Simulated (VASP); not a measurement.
# SrV3 (P6_3/mmc) in VASP: notebook

SrV3 is run at these levels: PBE; tasks: single point, relaxation of cell and atoms.

All numbers are computed with VASP 6.6.1; they aren't measurements. Logs are shortened: lines on timing, memory, paths and dates and some standing lists are left out, and cuts for length are marked.

### Step 1. The cell of the first run

The structure is hexagonal, space group P6_3/mmc (No. 194). The conventional cell has a = 7.050 Å, b = 7.050 Å, c = 4.696 Å, α = 90.00°, β = 90.00°, γ = 120.00°. Within 4.7 Å of Sr (site symmetry -6m2) lie 12 V at 3.60 to 3.62 Å and 8 Sr at 4.70 Å. Within 3.0 Å of V (site symmetry mm2) lie 6 V at 2.29 to 2.69 Å.

### Step 2. Single point, PBE

INCAR reads:

```
PREC = Accurate
ENCUT = 520
EDIFF = 1E-7
ISMEAR = 0
SIGMA = 0.1
LREAL = F
LASPH = T
NELM = 100
ALGO = Fast
ISIF = 2
LWAVE = F
LCHARG = F
GGA = PE
NBANDS = 59
```

KPOINTS reads:

```
Automatic mesh
0
Gamma
  3 3 4
```

POSCAR reads:

```
SrV3
1.0
    7.0500919714      0.0000000000      0.0000000000
   -3.5250459857      6.1055587463      0.0000000000
    0.0000000000      0.0000000000      4.6962458146
Sr V
2 6
Direct
    0.3333333333      0.6666666667      0.2500000000
    0.6666666667      0.3333333333      0.7500000000
    0.8918865644      0.7837731287      0.2500000000
    0.1081134356      0.8918865644      0.7500000000
    0.2162268713      0.1081134356      0.2500000000
    0.1081134356      0.2162268713      0.7500000000
    0.8918865644      0.1081134356      0.2500000000
    0.7837731287      0.8918865644      0.7500000000
```

Potentials or basis: VASP PAW PBE potentials, release 64 (Sr_sv, V_sv).

On the command line:

```console
$ cat potpaw_PBE.64/Sr_sv/POTCAR potpaw_PBE.64/V_sv/POTCAR > POTCAR
$ mpirun -np 1 vasp_std > vasp.out
```

OUTCAR:

```text
PREC = Accurate
   ENCUT = 520
   EDIFF = 1E-7
   ISMEAR = 0
   LREAL = F
   LASPH = T
   NELM = 100
   ISIF = 2
   GGA = PE

 ion  position               nearest neighbor table
   1  0.333  0.667  0.250-   3 3.60   5 3.60   7 3.60   7 3.60   3 3.60   5 3.60   4 3.62   4 3.62
                             8 3.62   8 3.62   6 3.62   6 3.62   2 4.70   2 4.70   2 4.70   2 4.70
   2  0.667  0.333  0.750-   6 3.60   8 3.60   4 3.60   4 3.60   6 3.60   8 3.60   7 3.62   7 3.62
                             5 3.62   5 3.62   3 3.62   3 3.62   1 4.70   1 4.70   1 4.70   1 4.70
   3  0.892  0.784  0.250-   5 2.29   7 2.29   4 2.69   4 2.69   8 2.69   8 2.69   1 3.60   1 3.60
                             2 3.62   2 3.62
   4  0.108  0.892  0.750-   8 2.29   6 2.29   3 2.69   3 2.69   5 2.69   5 2.69   2 3.60   2 3.60
                             1 3.62   1 3.62
   5  0.216  0.108  0.250-   7 2.29   3 2.29   4 2.69   4 2.69   6 2.69   6 2.69   1 3.60   1 3.60
                             2 3.62   2 3.62
   6  0.108  0.216  0.750-   4 2.29   8 2.29   7 2.69   7 2.69   5 2.69   5 2.69   2 3.60   2 3.60
                             1 3.62   1 3.62
   7  0.892  0.108  0.250-   5 2.29   3 2.29   6 2.69   6 2.69   8 2.69   8 2.69   1 3.60   1 3.60
                             2 3.62   2 3.62
   8  0.784  0.892  0.750-   4 2.29   6 2.29   7 2.69   7 2.69   3 2.69   3 2.69   2 3.60   2 3.60
                             1 3.62   1 3.62

  LATTYP: Found a hexagonal cell.
 ALAT       =     7.0500919714
 C/A-ratio  =     0.6661254681

  Lattice vectors:

 A1 = (   7.0500919714,   0.0000000000,   0.0000000000)
 A2 = (  -3.5250459857,   6.1055587463,   0.0000000000)
 A3 = (   0.0000000000,   0.0000000000,   4.6962458146)

Analysis of symmetry for initial positions (statically):
=====================================================================
 Subroutine PRICEL returns:
 Original cell was already a primitive cell.

 Routine SETGRP: Setting up the symmetry group for a
 hexagonal supercell.

 Subroutine GETGRP returns: Found 24 space group operations
 (whereof 12 operations were pure point group operations)
 out of a pool of 24 trial point group operations.

The static configuration has the point symmetry D_3d.
 The point group associated with its full space group is D_6h.

Analysis of symmetry for dynamics (positions and initial velocities):
=====================================================================
 Subroutine PRICEL returns:
 Original cell was already a primitive cell.

 Routine SETGRP: Setting up the symmetry group for a
 hexagonal supercell.

 Subroutine GETGRP returns: Found 24 space group operations
 (whereof 12 operations were pure point group operations)
 out of a pool of 24 trial point group operations.

The dynamic configuration has the point symmetry D_3d.
[... 108 lines left out ...]
   NUPDOWN=      -1.0000    fix difference up-down
   EMIN   =  10.00;   EMAX   =-10.00  energy-range for DOS
   EFERMI =   0.00;   METHOD = LEGACY
   ISMEAR =     0;   SIGMA  =   0.10  broadening in eV -4-tet -1-fermi 0-gaus
   EFERMI_NEDOS =   21; number of points for ismear=-14 and -15
   IALGO  =     68    algorithm
   IMIX   =      4    mixing-type and parameters
     AMIX     =   0.40;   BMIX     =  1.00
     AMIX_MAG =   1.60;   BMIX_MAG =  1.00
  volume/ion in A,a.u.               =      25.27       170.52
  Fermi-wavevector in a.u.,A,eV,Ry     =   1.286056  2.430293 22.503217  1.653940
  Thomas-Fermi vector in A             =   2.418153
   LORBIT       =      0    0 simple, 1 ext, 2 COOP (PROOUT), +10 PAW based schemes
   GGA     = PE    functional components
   LHFCALC =     F    Hartree Fock is set to
   AEXX    =    0.0000 exact exchange contribution
   IVDW    =     0    specifies the selected vdW correction
   LEPSILON=     F    determine dielectric tensor
   LRPA    =     F    only Hartree local field effects (RPA)
 non-spin polarized calculation
 RMM-DIIS sequential band-by-band and
 Gauss-broadening in eV      SIGMA  =   0.10
  energy-cutoff  :      520.00
  volume of cell :      202.15
 maximum number of plane-waves:      5469
 NGX is ok and might be reduce to    54
   NGX = 27   NGY = 27   NGZ = 17

 number of electron      98.0000037 magnetization

 Free energy of the ion-electron system (eV)
  ---------------------------------------------------
  ext. energy  EPLUGINS =         0.00000000
  ---------------------------------------------------
  free energy    TOTEN  =       -51.33395283 eV

  energy without entropy =      -51.26673063  energy(sigma->0) =      -51.30034173

 E-fermi :   4.4128     XC(G=0):  -9.5540

 val. band max:        4.4118257068   @ k =   0.3333   0.3333   0.0000
 cond. band min:       4.4483126959   @ k =   0.0000   0.0000   0.0000
 fundamental gap:      0.0364869890
 Fermi energy:         4.4127863225

 k-point     1 :       0.0000    0.0000    0.0000
  band No.  band energies     occupation
      1     -59.5534      2.00000
      2     -59.4392      2.00000
      3     -59.2812      2.00000
      4     -59.2812      2.00000
      5     -59.2260      2.00000
      6     -59.2260      2.00000
[... 547 lines left out ...]
     58       5.6495      0.00000
     59       6.5996      0.00000

------------------------ aborting loop because EDIFF is reached ----------------------------------------

  FORCE on cell =-STRESS in cart. coord.  units (eV):
  Direction    XX          YY          ZZ          XY          YZ          ZX
  --------------------------------------------------------------------------------------
  -------------------------------------------------------------------------------------
  Total        0.4383325      0.4383325     -0.2244676      0.0000000      0.0000000     -0.0000000
  in kB        3.4741070      3.4741070     -1.7790705      0.0000000      0.0000000     -0.0000000
  external PRESSURE =       1.7230478 kB  Pullay stress =       0.0000000 kB

 VOLUME and BASIS-vectors are now :
 -----------------------------------------------------------------------------
  energy-cutoff  :      520.00
  volume of cell :      202.15
      direct lattice vectors                 reciprocal lattice vectors
     7.050091971  0.000000000  0.000000000     0.141842121  0.081892587  0.000000000
    -3.525045986  6.105558746  0.000000000     0.000000000  0.163785174  0.000000000
     0.000000000  0.000000000  4.696245815     0.000000000  0.000000000  0.212936043

 POSITION                                       TOTAL-FORCE (eV/Angst)
 -----------------------------------------------------------------------------------
     -0.00000      4.07037      1.17406         0.000000      0.000000      0.000000
      3.52505      2.03519      3.52218         0.000000     -0.000000      0.000000
      3.52505      4.78537      1.17406         0.000000     -0.095575     -0.000000
     -2.38173      5.44547      3.52218         0.082771     -0.047788     -0.000000
      1.14331      0.66009      1.17406         0.082771      0.047788     -0.000000
     -0.00000      1.32019      3.52218         0.000000      0.095575     -0.000000
      5.90678      0.66009      1.17406        -0.082771      0.047788     -0.000000
      2.38173      5.44547      3.52218        -0.082771     -0.047788     -0.000000
 -----------------------------------------------------------------------------------
    total drift:                               -0.000001      0.000000      0.000000

  FREE ENERGIE OF THE ION-ELECTRON SYSTEM (eV)
  ---------------------------------------------------
  free  energy   TOTEN  =       -51.3339528329 eV

  energy  without entropy=      -51.2667306260  energy(sigma->0) =      -51.30034173
```

OSZICAR:

```text
N       E                     dE             d eps       ncg     rms          rms(c)
DAV:   1     0.138755710304E+04    0.13876E+04   -0.57440E+04  1126   0.169E+03
DAV:   2     0.328973958827E+02   -0.13547E+04   -0.13302E+04  1097   0.554E+02
DAV:   3    -0.526321323704E+02   -0.85530E+02   -0.82624E+02  1484   0.142E+02
DAV:   4    -0.587865087245E+02   -0.61544E+01   -0.60644E+01  1564   0.254E+01
[... 19 lines left out ...]
RMM:  24    -0.513339520094E+02   -0.48710E-06   -0.41744E-06   901   0.257E-03    0.196E-03
RMM:  25    -0.513339525077E+02   -0.49822E-06   -0.30844E-06   982   0.288E-03    0.418E-04
RMM:  26    -0.513339526660E+02   -0.15836E-06   -0.16309E-06   766   0.172E-03    0.300E-04
RMM:  27    -0.513339527551E+02   -0.89110E-07   -0.11042E-06   661   0.156E-03    0.144E-04
RMM:  28    -0.513339528329E+02   -0.77769E-07   -0.80854E-07   620   0.142E-03
   1 F= -.51333953E+02 E0= -.51300342E+02  d E =-.672222E-01
```

Wall time 2.9 min (1 thread of AMD EPYC 9R45 (Zen 5), shared host); peak memory 0.33 GiB.

What came out:

```yaml
Free_energy: -51.3340 eV
Pressure: 0.2 GPa
Largest_force: 0.096 eV/Å
Band_gap_on_the_k_mesh: zero (bands 49 and 50 overlap by 0.24 eV)
```

Forces in eV/Å, atoms in the order of the input:
```
Sr   0.000  0.000  0.000
Sr   0.000  0.000  0.000
V    0.000 -0.096  0.000
V    0.083 -0.048  0.000
V    0.083  0.048  0.000
V    0.000  0.096  0.000
V   -0.083  0.048  0.000
V   -0.083 -0.048  0.000
```

Stress tensor (GPa, compression positive):
```
 0.35  0.00  0.00
 0.00  0.35  0.00
 0.00  0.00 -0.18
```

Levels at points of the mesh, in eV from the Fermi level:
```
           k point  band 45  band 46  band 47  band 48  band 49  band 50  band 51  band 52  band 53  band 54
(0.00, 0.00, 0.00)    -0.33    -0.33    -0.07    -0.07     0.04     0.04     0.41     0.58     0.80     0.80
(0.00, 0.00, 0.50)    -0.83    -0.83    -0.07    -0.07    -0.07    -0.07     0.77     0.77     1.11     1.11
```

### Step 3. Relaxation of cell and atoms, PBE

This run uses another cell than the first one, of 18.08 Å³/atom.

INCAR reads:

```
SYSTEM = SrV3
PREC = Accurate
ENCUT = 600
EDIFF = 1E-6
ISMEAR = 0
SIGMA = 0.1
LREAL = .FALSE.
LASPH = .TRUE.
NELM = 80
ALGO = Fast
ISIF = 3
LWAVE = .FALSE.
LCHARG = .FALSE.
GGA = PE
IBRION = 2
NSW = 90
EDIFFG = -0.04
```

KPOINTS reads:

```
Automatic mesh
0
G
  3 3 4
  0 0 0
```

POSCAR reads:

```
SrV3
1.0
    5.9254361649      0.0000000000      0.0000000000
   -2.9627180824      5.1315782473      0.0000000000
    0.0000000000      0.0000000000      4.7560767716
Sr V
2 6
Direct
    0.3333333333      0.6666666667      0.2500000000
    0.6666666667      0.3333333333      0.7500000000
    0.8330000000      0.6660000000      0.2500000000
    0.1670000000      0.8330000000      0.7500000000
    0.3340000000      0.1670000000      0.2500000000
    0.1670000000      0.3340000000      0.7500000000
    0.8330000000      0.1670000000      0.2500000000
    0.6660000000      0.8330000000      0.7500000000
```

Potentials or basis: VASP PAW PBE potentials, release 64 (Sr_sv, V_sv).

On the command line:

```console
$ cat potpaw_PBE.64/Sr_sv/POTCAR potpaw_PBE.64/V_sv/POTCAR > POTCAR
$ mpirun -np 1 vasp_std > vasp.out
```

It took 39 min on 1 thread of AMD EPYC 9R45 (Zen 5), shared host; peak memory 0.33 GiB.

The run converged. Its results:

| Property | Result |
| --- | --- |
| Free energy | -51.2907 eV |
| Relaxed volume | 24.90 Å³/atom |
| Relaxed cell | a = 6.998 Å, b = 6.998 Å, c = 4.696 Å, α = 90.00°, β = 90.00°, γ = 120.00° |
| Space group after relaxing (to 0.1 Å) | P6_3/mmc (No. 194) |
| Pressure after relaxing | 0.0 GPa |
| Largest force after relaxing | 0.022 eV/Å |
| Band gap on the k mesh | zero (bands 49 and 50 overlap by 0.24 eV) |

Forces in eV/Å, atoms in the order of the input:
```
Sr   0.000  0.000  0.000
Sr   0.000  0.000  0.000
V    0.000  0.022  0.000
V   -0.019  0.011  0.000
V   -0.019 -0.011  0.000
V    0.000 -0.022  0.000
V    0.019 -0.011  0.000
V    0.019  0.011  0.000
```

Stress tensor (GPa, compression positive):
```
 0.08  0.00  0.00
 0.00  0.08  0.00
 0.00  0.00 -0.13
```

Final structure:
```xyz
8
Lattice="6.9981 0.0000 0.0000 -3.4990 6.0605 0.0000 0.0000 0.0000 4.6958" Properties=species:S:1:pos:R:3 pbc="T T T"
Sr    0.0000    4.0403    1.1740
Sr    3.4990    2.0202    3.5219
V     3.4990    4.7342    1.1740
V    -2.3504    5.3974    3.5219
V     1.1486    0.6632    1.1740
V     0.0000    1.3263    3.5219
V     5.8495    0.6632    1.1740
V     2.3504    5.3974    3.5219
```

Levels at points of the mesh, in eV from the Fermi level:
```csv
k point,band 47,band 48,band 49,band 50,band 51,band 52
"(0.00, 0.00, 0.00)",-0.08,-0.08,0.04,0.04,0.38,0.58
"(0.00, 0.00, 0.50)",-0.07,-0.07,-0.07,-0.07,0.75,0.75
```

Caveat: the k points lie up to 0.35 Å⁻¹ apart in the final cell; the volume moved by over 15 % at a fixed basis, so the end points are rough.

### Step 4. Single point, PBE

INCAR reads:

```
ALGO     = Fast           # electronic algorithm
EDIFF    = 1E-7           # SCF threshold, eV
ENCUT    = 520            # plane-wave cutoff, eV
GGA      = PE             # functional
ISIF     = 2              # what is computed and relaxed
ISMEAR   = 0              # smearing method
LASPH    = True           # aspherical terms in the spheres
LCHARG   = False          # write CHGCAR
LREAL    = False          # projectors in reciprocal space
LWAVE    = False          # write WAVECAR
NBANDS   = 59             # bands
NELM     = 100            # most SCF steps
PREC     = Accurate       # precision mode
SIGMA    = 0.1            # smearing width, eV
```

KPOINTS reads:

```
k-points
0
Gamma
  6 6 8
```

POSCAR reads:

```
SrV3
1.0
    7.0716147185      0.0000000000      0.0000000000
   -3.5358073592      6.1241979920      0.0000000000
    0.0000000000      0.0000000000      4.6684280113
Sr V
2 6
Direct
    0.3333333333      0.6666666667      0.2500000000
    0.6666666667      0.3333333333      0.7500000000
    0.8920920954      0.7841841907      0.2500000000
    0.1079079046      0.8920920954      0.7500000000
    0.2158158093      0.1079079046      0.2500000000
    0.1079079046      0.2158158093      0.7500000000
    0.8920920954      0.1079079046      0.2500000000
    0.7841841907      0.8920920954      0.7500000000
```

On the command line:

```console
$ cat potpaw_PBE.64/Sr_sv/POTCAR potpaw_PBE.64/V_sv/POTCAR > POTCAR
$ mpirun -np 1 vasp_std > vasp.out
```

Wall time 12 min (1 thread of AMD EPYC 9R45 (Zen 5), shared host); peak memory 0.48 GiB.

Results (log left out):

```yaml
Free_energy: -51.3520 eV
Pressure: 0.3 GPa
Largest_force: 0.117 eV/Å
Band_gap_on_the_k_mesh: zero (bands 49 and 50 overlap by 0.27 eV)
```

Forces on the atoms (eV/Å):
```
Sr   0.000  0.000  0.000
Sr   0.000  0.000  0.000
V    0.000 -0.117  0.000
V    0.101 -0.058  0.000
V    0.101  0.058  0.000
V    0.000  0.117  0.000
V   -0.101  0.058  0.000
V   -0.101 -0.058  0.000
```

Stress tensor (GPa, compression positive):
```
0.40 0.00 0.00
0.00 0.40 0.00
0.00 0.00 0.11
```

Levels at points of the mesh, in eV from the Fermi level:
```tsv
k point	band 47	band 48	band 49	band 50	band 51	band 52
(0.00, 0.00, 0.00)	-0.05	-0.05	0.04	0.04	0.38	0.63
(0.50, 0.00, 0.00)	-0.15	-0.11	-0.05	0.14	0.28	0.31
(0.00, 0.00, 0.50)	-0.08	-0.08	-0.08	-0.08	0.79	0.79
(0.50, 0.00, 0.50)	-0.66	-0.66	-0.13	-0.13	0.32	0.32
```

### Step 5. The runs side by side

```csv
task,cell,k mesh,cutoff (eV),gap on the mesh (eV),pressure (GPa),largest force (eV/Å)
single point,"a = 7.050, b = 7.050, c = 4.696 Å, angles 90.0, 90.0, 120.0°, 8 atoms, atomic positions A",3 × 3 × 4,520,none,0.2,0.10
relaxation of cell and atoms,"relaxed from a = 5.925, b = 5.925, c = 4.756 Å, angles 90.0, 90.0, 120.0°, 8 atoms, atomic positions B",3 × 3 × 4,600,none,0.0,0.02
single point,"a = 7.072, b = 7.072, c = 4.668 Å, angles 90.0, 90.0, 120.0°, 8 atoms, atomic positions C",6 × 6 × 8,520,none,0.3,0.12
```

Alike in all rows: level PBE; potentials or basis VASP PAW PBE potentials, release 64 (Sr_sv, V_sv); no spin polarisation; smearing gaussian 0.1 eV.

Caveats: some runs use coarse meshes; the volume moved by over 15 % at a fixed basis, so the end points are rough (at least some runs).

Total energies depend on the potentials used, so only differences within one code and one set of settings carry meaning.

The gap in the log of VASP goes by the Fermi energy; the results here count the filled bands.